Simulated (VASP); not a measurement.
# Ag (I4/mmm) in VASP: a series of runs, part 2 of 4

VASP 6.6.1. Earlier steps stand in the parts before.

## 3. Single point, PBE (strain -0.030 along x and y, +0.030 along z)

INCAR reads:

```
SYSTEM = Ag
PREC = Accurate
ENCUT = 520
EDIFF = 1E-6
ISMEAR = 0
SIGMA = 0.15
LREAL = .FALSE.
LASPH = .TRUE.
NELM = 80
ALGO = Normal
ISIF = 2
LWAVE = .FALSE.
LCHARG = .FALSE.
GGA = PE
NBANDS = 12
```

KPOINTS reads:

```
regular mesh
0
G
  10 10 10
  0 0 0
```

POSCAR reads:

```
Ag
1.0
    0.0000000000      1.9818070000      2.1043930000
    1.9818070000      0.0000000000      2.1043930000
    1.9818070000      1.9818070000      0.0000000000
Ag
1
Direct
    0.0000000000      0.0000000000      0.0000000000
```

Potentials or basis: VASP PAW PBE potentials, release 64 (Ag).

Started as:

```bash
$ cat potpaw_PBE.64/Ag/POTCAR > POTCAR
$ mpirun -np 1 vasp_std > vasp.out
```

OUTCAR:

```text
SYSTEM = Ag
   PREC = Accurate
   ENCUT = 520
   EDIFF = 1E-6
   ISMEAR = 0
   LREAL = .FALSE.
   LASPH = .TRUE.
   NELM = 80
   ISIF = 2
   GGA = PE

 ion  position               nearest neighbor table
   1  0.000  0.000  0.000-

  LATTYP: Found a body centered tetragonal cell.
 ALAT       =     2.8026983374
 C/A-ratio  =     1.5016906899

  Lattice vectors:

 A1 = (  -1.9818070000,   0.0000000000,   2.1043930000)
 A2 = (   1.9818070000,   0.0000000000,   2.1043930000)
 A3 = (   0.0000000000,   1.9818070000,  -2.1043930000)

Analysis of symmetry for initial positions (statically):
=====================================================================
 Subroutine PRICEL returns:
 Original cell was already a primitive cell.

 Routine SETGRP: Setting up the symmetry group for a
 body centered tetragonal supercell.

 Subroutine GETGRP returns: Found 16 space group operations
 (whereof 16 operations were pure point group operations)
 out of a pool of 16 trial point group operations.

The static configuration has the point symmetry D_4h.

Analysis of symmetry for dynamics (positions and initial velocities):
=====================================================================
 Subroutine PRICEL returns:
 Original cell was already a primitive cell.

 Routine SETGRP: Setting up the symmetry group for a
 body centered tetragonal supercell.

 Subroutine GETGRP returns: Found 16 space group operations
 (whereof 16 operations were pure point group operations)
 out of a pool of 16 trial point group operations.

The dynamic configuration has the point symmetry D_4h.

 Subroutine INISYM returns: Found 16 space group operations
 (whereof 16 operations are pure point group operations),
 and found     1 'primitive' translations

----------------------------------------------------------------------------------------

                                     Primitive cell

  volume of cell :      16.5303

  direct lattice vectors                    reciprocal lattice vectors
     0.000000000  1.981807000  2.104393000    -0.252295001  0.252295001  0.237598205
     1.981807000  0.000000000  2.104393000     0.252295001 -0.252295001  0.237598205
     1.981807000  1.981807000  0.000000000     0.252295001  0.252295001 -0.237598205

  length of vectors
     2.890679658  2.890679658  2.802698337     0.428670553  0.428670553  0.428670553

  position of ions in fractional coordinates (direct lattice)
     0.000000000  0.000000000  0.000000000

  ion indices of the primitive-cell ions
   primitive index   ion index
                 1           1

----------------------------------------------------------------------------------------

 KPOINTS: regular mesh

Automatic generation of k-mesh.
 Grid dimensions read from file:
 generate k-points for:   10   10   10

 Generating k-lattice:

  Cartesian coordinates                     Fractional coordinates (reciprocal lattice)
    -0.025229500  0.025229500  0.023759821     0.100000000 -0.000000000  0.000000000
     0.025229500 -0.025229500  0.023759821    -0.000000000  0.100000000  0.000000000
     0.025229500  0.025229500 -0.023759821     0.000000000  0.000000000  0.100000000

  Length of vectors
     0.042867055  0.042867055  0.042867055

  Shift w.r.t. Gamma in fractional coordinates (k-lattice)
     0.000000000  0.000000000  0.000000000

 Subroutine IBZKPT returns following result:
 ===========================================

 Found    102 irreducible k-points:

 Following reciprocal coordinates:
            Coordinates               Weight
  0.000000  0.000000  0.000000      1.000000
  0.100000  0.000000  0.000000      8.000000
  0.200000  0.000000  0.000000      8.000000
  0.300000  0.000000  0.000000      8.000000
  0.400000  0.000000  0.000000      8.000000
  0.500000  0.000000  0.000000      4.000000
[... 16 lines left out ...]
  0.300000  0.300000  0.000000      2.000000
  0.400000  0.300000  0.000000      8.000000
 [... further k-points ...]
   k-points           NKPTS =    102   k-points in BZ     NKDIM =    102   number of bands    NBANDS=     12
   number of dos      NEDOS =    301   number of ions     NIONS =      1
   total plane-waves  NPLWV =  13824
   dimension x,y,z NGX =    24 NGY =   24 NGZ =   24
   dimension x,y,z NGXF=    48 NGYF=   48 NGZF=   48
   ions per type =               1
   NGX,Y,Z   is equivalent  to a cutoff of  13.80, 13.80, 14.24 a.u.
   NGXF,Y,Z  is equivalent  to a cutoff of  27.61, 27.61, 28.47 a.u.
 SYSTEM =  Ag
   PREC   = accura    normal or accurate (medium, high low for compatibility)
   ISTART =      0    job   : 0-new  1-cont  2-samecut
   ICHARG =      2    charge: 1-file 2-atom 10-const
   ISPIN  =      1    spin polarized calculation?
   LNONCOLLINEAR =      F non collinear calculations
   LSORBIT =      F    spin-orbit coupling
   LASPH  =      T    aspherical Exc in radial PAW
   ENCUT  =  520.0 eV  38.22 Ry    6.18 a.u.   5.37  5.37  5.21*2*pi/ulx,y,z
   NELM   =     80;   NELMIN=  2; NELMDL= -5     # of ELM steps
   EDIFF  = 0.1E-05   stopping-criterion for ELM
   LREAL  =      F    real-space projection
   EDIFFG = 0.1E-04   stopping-criterion for IOM
   NSW    =      0    number of steps for IOM
   IBRION =     -1    ionic relax: 0-MD 1-quasi-New 2-CG
   NFREE  =      0    steps in history (QN), initial steepest desc. (CG)
   ISIF   =      2    stress and relaxation
   ISYM   =      2    0-nonsym 1-usesym 2-fastsym
   POTIM  = 0.5000    time-step for ionic-motion
   TEBEG  =    0.0;   TEEND  =   0.0 temperature during run
   PSTRESS=    0.0 pullay stress
   NELECT =      11.0000    total number of electrons
   NUPDOWN=      -1.0000    fix difference up-down
   EMIN   =  10.00;   EMAX   =-10.00  energy-range for DOS
   EFERMI =   0.00;   METHOD = LEGACY
   ISMEAR =     0;   SIGMA  =   0.15  broadening in eV -4-tet -1-fermi 0-gaus
   EFERMI_NEDOS =   21; number of points for ismear=-14 and -15
   IALGO  =     38    algorithm
   IMIX   =      4    mixing-type and parameters
     AMIX     =   0.40;   BMIX     =  1.00
     AMIX_MAG =   1.60;   BMIX_MAG =  1.00
  volume/ion in A,a.u.               =      16.53       111.55
  Fermi-wavevector in a.u.,A,eV,Ry     =   1.429264  2.700918 27.793932  2.042796
  Thomas-Fermi vector in A             =   2.549237
   LORBIT       =      0    0 simple, 1 ext, 2 COOP (PROOUT), +10 PAW based schemes
   GGA     = PE    functional components
   LHFCALC =     F    Hartree Fock is set to
   AEXX    =    0.0000 exact exchange contribution
   IVDW    =     0    specifies the selected vdW correction
   LEPSILON=     F    determine dielectric tensor
   LRPA    =     F    only Hartree local field effects (RPA)
 non-spin polarized calculation
 Gauss-broadening in eV      SIGMA  =   0.15
  energy-cutoff  :      520.00
  volume of cell :       16.53
 maximum number of plane-waves:       460
 NGX is ok and might be reduce to    24
   NGX = 11   NGY = 11   NGZ = 11

 number of electron      11.0000003 magnetization

 Free energy of the ion-electron system (eV)
  ---------------------------------------------------
  ext. energy  EPLUGINS =         0.00000000
  ---------------------------------------------------
  free energy    TOTEN  =        -2.66815858 eV

  energy without entropy =       -2.66389590  energy(sigma->0) =       -2.66602724

 E-fermi :   8.8098     XC(G=0): -12.3945

 val. band max:        8.7450005424   @ k =   0.4000   0.0000   0.4000
 cond. band min:       8.8110214691   @ k =  -0.3000   0.2000   0.1000
 fundamental gap:      0.0660209267
 Fermi energy:         8.8097981205

 k-point     1 :       0.0000    0.0000    0.0000
  band No.  band energies     occupation
      1       0.8713      2.00000
      2       3.6808      2.00000
      3       4.0992      2.00000
      4       4.0992      2.00000
      5       4.8205      2.00000
      6       5.2442      2.00000
      7      25.0130      0.00000
      8      28.1451      0.00000
      9      29.0152      0.00000
     10      29.0152      0.00000
     11      33.5897      0.00000
     12      34.7402      0.00000
[... 331 lines left out ...]
 k-point    24 :       0.4000    0.3000    0.0000
  band No.  band energies     occupation
      1       2.5944      2.00000
      2       2.7484      2.00000
      3       5.0466      2.00000
      4       5.3639      2.00000
      5       5.8412      2.00000
      6       7.2900      2.00000
      7      19.4512      0.00000
      8      20.2242      0.00000
      9      22.2595      0.00000
     10      26.8234      0.00000
     11      29.0900      0.00000
     12      38.3049      0.00000

 [... further k-points ...]

------------------------ aborting loop because EDIFF is reached ----------------------------------------

  FORCE on cell =-STRESS in cart. coord.  units (eV):
  Direction    XX          YY          ZZ          XY          YZ          ZX
  --------------------------------------------------------------------------------------
  -------------------------------------------------------------------------------------
  Total        0.9969164      0.9969164      0.7802056      0.0000000      0.0000000     -0.0000000
  in kB       96.6250571     96.6250571     75.6205916      0.0000000      0.0000000     -0.0000000
  external PRESSURE =      89.6235686 kB  Pullay stress =       0.0000000 kB

 VOLUME and BASIS-vectors are now :
 -----------------------------------------------------------------------------
  energy-cutoff  :      520.00
  volume of cell :       16.53
      direct lattice vectors                 reciprocal lattice vectors
     0.000000000  1.981807000  2.104393000    -0.252295001  0.252295001  0.237598205
     1.981807000  0.000000000  2.104393000     0.252295001 -0.252295001  0.237598205
     1.981807000  1.981807000  0.000000000     0.252295001  0.252295001 -0.237598205

 POSITION                                       TOTAL-FORCE (eV/Angst)
 -----------------------------------------------------------------------------------
      0.00000      0.00000      0.00000         0.000000      0.000000      0.000000
 -----------------------------------------------------------------------------------
    total drift:                               -0.000000      0.000000     -0.000000

  FREE ENERGIE OF THE ION-ELECTRON SYSTEM (eV)
  ---------------------------------------------------
  free  energy   TOTEN  =        -2.6681585815 eV

  energy  without entropy=       -2.6638959047  energy(sigma->0) =       -2.66602724
```

OSZICAR:

```text
N       E                     dE             d eps       ncg     rms          rms(c)
DAV:   1     0.529560665069E+02    0.52956E+02   -0.54909E+03  2464   0.829E+02
DAV:   2    -0.210143807685E+01   -0.55058E+02   -0.52175E+02  2836   0.198E+02
DAV:   3    -0.292945108309E+01   -0.82801E+00   -0.82751E+00  2868   0.254E+01
DAV:   4    -0.293192862559E+01   -0.24775E-02   -0.24775E-02  2824   0.145E+00
DAV:   5    -0.293194732048E+01   -0.18695E-04   -0.18695E-04  2908   0.115E-01    0.573E+00
DAV:   6    -0.268090641735E+01    0.25104E+00   -0.95298E-01  2692   0.881E+00    0.368E+00
DAV:   7    -0.267144290731E+01    0.94635E-02   -0.10749E-02  2808   0.978E-01    0.204E+00
DAV:   8    -0.266814658831E+01    0.32963E-02   -0.68936E-04  2752   0.187E-01    0.923E-02
DAV:   9    -0.266815405197E+01   -0.74637E-05   -0.92857E-06  2856   0.242E-02    0.262E-02
DAV:  10    -0.266815900995E+01   -0.49580E-05   -0.38649E-06  2804   0.182E-02    0.542E-03
DAV:  11    -0.266815858154E+01    0.42841E-06   -0.87624E-08  1524   0.252E-03
   1 F= -.26681586E+01 E0= -.26660272E+01  d E =-.426268E-02
```

stdout:

```text
POSCAR found type information on POSCAR Ag
 POSCAR found :  1 types and       1 ions
 scaLAPACK will be used
 LDA part: xc-table for (Slater+PW92), standard interpolation
 POSCAR, INCAR and KPOINTS ok, starting setup
 FFT: planning ... GRIDC
 FFT: planning ... GRID_SOFT
 FFT: planning ... GRID
 WAVECAR not read
 entering main loop
```

Wall time 23 s (1 thread of Intel Xeon 8259CL, shared host); peak memory 0.15 GiB.

Results:

```yaml
Free_energy: -2.6682 eV
Pressure: 9.0 GPa
```

Caveat: the cell differs from its parent crystal (strain -0.030 along x and y, +0.030 along z).

[end of part 2 of 4]
